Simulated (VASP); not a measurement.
Write the native input for VASP 6.6.1 that does the following.

| Item | Value |
| --- | --- |
| Task | relaxation of shape and atoms at fixed volume |
| Functional | PBE |
| Potentials or basis | VASP PAW PBE potentials, release 64 (Nb_sv, P) |
| Cutoff | 500 eV |
| k mesh | 10 × 10 × 8 |
| Occupations | gaussian, width 0.05 eV |
| Spin | no spin polarisation |
| Dipole correction | no |
| Further INCAR settings | ALGO = Normal; EDIFF = 1e-07; IBRION = 2; EDIFFG = -0.01; NSW = 60; ISIF = 4 |

The structure of NbP lies in POSCAR:

```
NbP
1.0
    3.3382514957      0.0000000000      0.0000000000
   -1.6691257479      2.8910105995      0.0000000000
    0.0000000000      0.0000000000      6.7608787122
Nb P
2 2
Direct
    0.0000000000      0.0000000000      0.0000000000
    0.0000000000      0.0000000000      0.5000000000
    0.3333333333      0.6666666667      0.2500000000
    0.6666666667      0.3333333333      0.7500000000
```

The input as run:

INCAR

```
ALGO = Normal ; EDIFF = 1E-7
EDIFFG = -0.01 ; ENCUT = 500
GGA = PE ; GGA_COMPAT = F
IBRION = 2 ; ISIF = 4
ISMEAR = 0 ; LASPH = T
LCHARG = F ; LREAL = F
LWAVE = F ; NELM = 120
NELMIN = 4 ; NSW = 60
PREC = Accurate ; SIGMA = 0.05
```

KPOINTS

```
k-points
0
Gamma
  10 10 8
```

Potentials or basis: VASP PAW PBE potentials, release 64 (Nb_sv, P).

Launch:

```console
$ cat potpaw_PBE.64/Nb_sv/POTCAR potpaw_PBE.64/P/POTCAR > POTCAR
$ mpirun -np 1 vasp_std > vasp.out
```

It gave:

```json
{"Energy gained by relaxing": "0.3 meV/atom", "Ionic steps": "3", "Pressure after relaxing": "-3.7 GPa", "Band gap on the k mesh": "zero (bands 18 and 19 overlap by 0.45 eV)"}
```

Wall time 78 s on 1 thread of Intel(R) Xeon(R) 6975P-C (Granite Rapids) (shared host), peak memory 0.22 GiB.
